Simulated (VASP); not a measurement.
# BN (P6_3/mmc) in VASP: settings compared, part 2 of 2

VASP 6.6.1. Earlier steps stand in the parts before.

## (3) Relaxation of cell and atoms, PBE

This run uses another cell than the first one, of 3.77 Å³/atom, 0.701 times its volume.

Contents of INCAR:

```
PREC = Accurate
ENCUT = 600
EDIFF = 1E-6
ISMEAR = -1
SIGMA = 0.02
LREAL = F
LASPH = T
NELM = 60
ALGO = Normal
ISIF = 3
LWAVE = F
LCHARG = F
GGA = PE
IBRION = 2
NSW = 80
EDIFFG = -0.005
```

Contents of KPOINTS:

```
regular mesh
0
Gamma
  12 12 6
```

Contents of POSCAR:

```
BN
1.0
    2.2027020000      0.0000000000      0.0000000000
   -1.1013510000      1.9075958890      0.0000000000
    0.0000000000      0.0000000000      3.5904042600
B N
2 2
Direct
    0.0000000000      0.0000000000      0.0000000000
    0.0000000000      0.0000000000      0.5000000000
    0.3333333333      0.6666666667      0.2500000000
    0.6666666667      0.3333333333      0.7500000000
```

Potentials or basis: VASP PAW PBE potentials, release 64 (B, N).

Launch:

```sh
$ cat potpaw_PBE.64/B/POTCAR potpaw_PBE.64/N/POTCAR > POTCAR
$ mpirun -np 1 vasp_std > vasp.out
```

OUTCAR:

```text
PREC = Accurate
   ENCUT = 600
   EDIFF = 1E-6
   ISMEAR = -1
   LREAL = F
   LASPH = T
   NELM = 60
   ISIF = 3
   GGA = PE
   IBRION = 2
   NSW = 80
   EDIFFG = -0.005

 ion  position               nearest neighbor table
   1  0.000  0.000  0.000-   3 1.56   4 1.56   4 1.56   3 1.56   4 1.56   3 1.56   2 1.80   2 1.80

   2  0.000  0.000  0.500-   3 1.56   4 1.56   4 1.56   3 1.56   4 1.56   3 1.56   1 1.80   1 1.80

   3  0.333  0.667  0.250-   1 1.56   2 1.56   1 1.56   2 1.56   1 1.56   2 1.56
   4  0.667  0.333  0.750-   1 1.56   2 1.56   1 1.56   2 1.56   1 1.56   2 1.56

  LATTYP: Found a hexagonal cell.
 ALAT       =     2.2027020000
 C/A-ratio  =     1.6300000000

  Lattice vectors:

 A1 = (   2.2027020000,   0.0000000000,   0.0000000000)
 A2 = (  -1.1013510000,   1.9075958890,   0.0000000000)
 A3 = (   0.0000000000,   0.0000000000,   3.5904042600)

Analysis of symmetry for initial positions (statically):
=====================================================================
 Subroutine PRICEL returns:
 Original cell was already a primitive cell.

 Routine SETGRP: Setting up the symmetry group for a
 hexagonal supercell.

 Subroutine GETGRP returns: Found 24 space group operations
 (whereof 12 operations were pure point group operations)
 out of a pool of 24 trial point group operations.

The static configuration has the point symmetry D_3d.
 The point group associated with its full space group is D_6h.

Analysis of symmetry for dynamics (positions and initial velocities):
=====================================================================
 Subroutine PRICEL returns:
 Original cell was already a primitive cell.

 Routine SETGRP: Setting up the symmetry group for a
 hexagonal supercell.

 Subroutine GETGRP returns: Found 24 space group operations
 (whereof 12 operations were pure point group operations)
 out of a pool of 24 trial point group operations.

The dynamic configuration has the point symmetry D_3d.
 The point group associated with its full space group is D_6h.

 Subroutine INISYM returns: Found 24 space group operations
 (whereof 12 operations are pure point group operations),
 and found     1 'primitive' translations

----------------------------------------------------------------------------------------

                                     Primitive cell

  volume of cell :      15.0864

  direct lattice vectors                    reciprocal lattice vectors
     2.202702000  0.000000000  0.000000000     0.453987875  0.262110022  0.000000000
    -1.101351000  1.907595889  0.000000000     0.000000000  0.524220044  0.000000000
     0.000000000  0.000000000  3.590404260     0.000000000  0.000000000  0.278520169

  length of vectors
     2.202702000  2.202702000  3.590404260     0.524220044  0.524220044  0.278520169

  position of ions in fractional coordinates (direct lattice)
     0.000000000  0.000000000  0.000000000
     0.000000000  0.000000000  0.500000000
     0.333333333  0.666666667  0.250000000
     0.666666667  0.333333333  0.750000000

  ion indices of the primitive-cell ions
   primitive index   ion index
                 1           1
                 2           2
                 3           3
                 4           4

----------------------------------------------------------------------------------------

 KPOINTS: regular mesh

[... 53 lines left out ...]
   dimension x,y,z NGXF=    36 NGYF=   36 NGZF=   60
   ions per type =               2   2
   NGX,Y,Z   is equivalent  to a cutoff of  13.59, 13.59, 13.89 a.u.
   NGXF,Y,Z  is equivalent  to a cutoff of  27.17, 27.17, 27.78 a.u.
 SYSTEM =  unknown system
   PREC   = accura    normal or accurate (medium, high low for compatibility)
   ISTART =      0    job   : 0-new  1-cont  2-samecut
   ICHARG =      2    charge: 1-file 2-atom 10-const
   ISPIN  =      1    spin polarized calculation?
   LNONCOLLINEAR =      F non collinear calculations
   LSORBIT =      F    spin-orbit coupling
   LASPH  =      T    aspherical Exc in radial PAW
   ENCUT  =  600.0 eV  44.10 Ry    6.64 a.u.   4.40  4.40  7.17*2*pi/ulx,y,z
   NELM   =     60;   NELMIN=  2; NELMDL= -5     # of ELM steps
   EDIFF  = 0.1E-05   stopping-criterion for ELM
   LREAL  =      F    real-space projection
   EDIFFG = -.5E-02   stopping-criterion for IOM
   NSW    =     80    number of steps for IOM
   IBRION =      2    ionic relax: 0-MD 1-quasi-New 2-CG
   NFREE  =      1    steps in history (QN), initial steepest desc. (CG)
   ISIF   =      3    stress and relaxation
   ISYM   =      2    0-nonsym 1-usesym 2-fastsym
   POTIM  = 0.5000    time-step for ionic-motion
   TEBEG  =    0.0;   TEEND  =   0.0 temperature during run
   PSTRESS=    0.0 pullay stress
   NELECT =      16.0000    total number of electrons
   NUPDOWN=      -1.0000    fix difference up-down
   EMIN   =  10.00;   EMAX   =-10.00  energy-range for DOS
   EFERMI =   0.00;   METHOD = LEGACY
   ISMEAR =    -1;   SIGMA  =   0.02  broadening in eV -4-tet -1-fermi 0-gaus
   EFERMI_NEDOS =   21; number of points for ismear=-14 and -15
   IALGO  =     38    algorithm
   IMIX   =      4    mixing-type and parameters
     AMIX     =   0.40;   BMIX     =  1.00
     AMIX_MAG =   1.60;   BMIX_MAG =  1.00
  volume/ion in A,a.u.               =       3.77        25.45
  Fermi-wavevector in a.u.,A,eV,Ry     =   1.669500  3.154897 37.922554  2.787229
  Thomas-Fermi vector in A             =   2.755162
   LORBIT       =      0    0 simple, 1 ext, 2 COOP (PROOUT), +10 PAW based schemes
   GGA     = PE    functional components
   LHFCALC =     F    Hartree Fock is set to
   AEXX    =    0.0000 exact exchange contribution
   IVDW    =     0    specifies the selected vdW correction
   LEPSILON=     F    determine dielectric tensor
   LRPA    =     F    only Hartree local field effects (RPA)
 conjugate gradient relaxation of ions
 non-spin polarized calculation
  energy-cutoff  :      600.00
  volume of cell :       15.09
 maximum number of plane-waves:       525
 NGX is ok and might be reduce to    18
   NGX =  9   NGY =  9   NGZ = 15

--------------------------------------- Ionic step        1  -------------------------------------------

 number of electron      16.0000000 magnetization

 Free energy of the ion-electron system (eV)
  ---------------------------------------------------
  ext. energy  EPLUGINS =         0.00000000
  ---------------------------------------------------
  free energy    TOTEN  =       -23.59405966 eV

  energy without entropy =      -23.59405966  energy(sigma->0) =      -23.59405966

------------------------ aborting loop because EDIFF is reached ----------------------------------------

  FORCE on cell =-STRESS in cart. coord.  units (eV):
  Direction    XX          YY          ZZ          XY          YZ          ZX
  --------------------------------------------------------------------------------------
  -------------------------------------------------------------------------------------
  Total       25.7162488     25.7162488     25.4762784      0.0000000      0.0000000      0.0000000
  in kB     2731.0693416   2731.0693417   2705.5844471      0.0000000      0.0000000      0.0000000
  external PRESSURE =    2722.5743768 kB  Pullay stress =       0.0000000 kB
[... 25 lines left out ...]
--------------------------------------- Ionic step        2  -------------------------------------------

 number of electron      16.0000006 magnetization

 E-fermi :   4.5894     XC(G=0): -11.5295

 val. band max:        4.5871030356   @ k =   0.0833   0.0000   0.0000
 cond. band min:       4.6712860232   @ k =   0.2500   0.0000   0.0000
 fundamental gap:      0.0841829876
 Fermi energy:         4.5894373363

 k-point     1 :       0.0000    0.0000    0.0000
  band No.  band energies     occupation
      1     -12.5053      2.00000
      2      -9.4554      2.00000
      3      -3.9960      2.00000
      4       3.7844      2.00000
      5       3.7844      2.00000
      6       4.3405      1.99999
      7       4.3964      1.99987
      8       4.3964      1.99987
      9       5.8940      0.00000
     10       7.4012      0.00000
     11      10.6242      0.00000
     12      10.6242      0.00000
[... 534 lines left out ...]
--------------------------------------- Ionic step        7  -------------------------------------------

 number of electron      15.9999993 magnetization

 Free energy of the ion-electron system (eV)
  ---------------------------------------------------
  ext. energy  EPLUGINS =         0.00000000
  ---------------------------------------------------
  free energy    TOTEN  =       -27.83017562 eV

  energy without entropy =      -27.83017562  energy(sigma->0) =      -27.83017562

 E-fermi :  10.3977     XC(G=0): -13.6132

 val. band max:       10.0086086863   @ k =   0.1667   0.0000   0.0000
 cond. band min:      11.5102561997   @ k =   0.3333   0.3333   0.0000
 fundamental gap:      1.5016475134
 Fermi energy:        10.3976992833

 k-point     1 :       0.0000    0.0000    0.0000
  band No.  band energies     occupation
      1     -12.1765      2.00000
      2      -7.1080      2.00000
      3      -2.1253      2.00000
      4       8.5730      2.00000
      5       8.5730      2.00000
      6       9.3489      2.00000
      7       9.3489      2.00000
      8       9.7856      2.00000
      9      15.7567      0.00000
     10      17.9870      0.00000
     11      18.2883      0.00000
     12      18.2883      0.00000
[... 376 lines left out ...]
  FREE ENERGIE OF THE ION-ELECTRON SYSTEM (eV)
  ---------------------------------------------------
  free  energy   TOTEN  =       -27.8301756162 eV

  energy  without entropy=      -27.8301756162  energy(sigma->0) =      -27.83017562

 reached required accuracy - stopping structural energy minimisation
```

Wall time 31 s (1 thread of Intel Xeon 6975P-C (Granite Rapids), shared host); peak memory 0.13 GiB.

Results:

```yaml
Free_energy: -27.8302 eV
Relaxed_volume: 5.43 Å³/atom
Relaxed_cell: a = 2.498 Å, b = 2.498 Å, c = 4.019 Å, α = 90.00°, β = 90.00°, γ = 120.00°
Space_group_after_relaxing_to_0.05_Å: P6_3/mmc (No. 194)
Energy_gained_by_relaxing: 1059.0 meV/atom
Ionic_steps: 7
Pressure_after_relaxing: 0.1 GPa
Band_gap_on_the_k_mesh: 1.50 eV, indirect (least direct gap 5.15 eV)
```

Step by step:
| step | energy change (eV) | largest force (eV/Å) | pressure (GPa) | volume (Å³) |
| --- | --- | --- | --- | --- |
| 1 | 0.0000 | 0.0000 | 272.26 | 15.09 |
| 2 | -0.1954 | 0.0000 | -75.62 | 33.85 |
| 3 | -4.2096 | 0.0000 | -10.11 | 22.32 |
| 4 | -4.2273 | 0.0000 | -3.22 | 21.90 |
| 5 | -4.2292 | 0.0000 | -0.02 | 21.71 |
| 6 | -4.2340 | 0.0000 | 0.16 | 21.72 |
| 7 | -4.2361 | 0.0000 | 0.05 | 21.72 |

Final structure:
```cif
data_structure
_symmetry_space_group_name_H-M 'P 1'
_symmetry_Int_Tables_number 1
_cell_length_a 2.4981
_cell_length_b 2.4981
_cell_length_c 4.0191
_cell_angle_alpha 90.000
_cell_angle_beta 90.000
_cell_angle_gamma 120.000
_cell_volume 21.72
loop_
_atom_site_label
_atom_site_type_symbol
_atom_site_fract_x
_atom_site_fract_y
_atom_site_fract_z
_atom_site_occupancy
B1 B 0.00000 0.00000 0.00000 1
B2 B 0.00000 0.00000 0.50000 1
N1 N 0.33333 0.66667 0.25000 1
N2 N 0.66667 0.33333 0.75000 1
```

Caveat: the volume moved by over 15 % at a fixed basis, so the end points are rough.
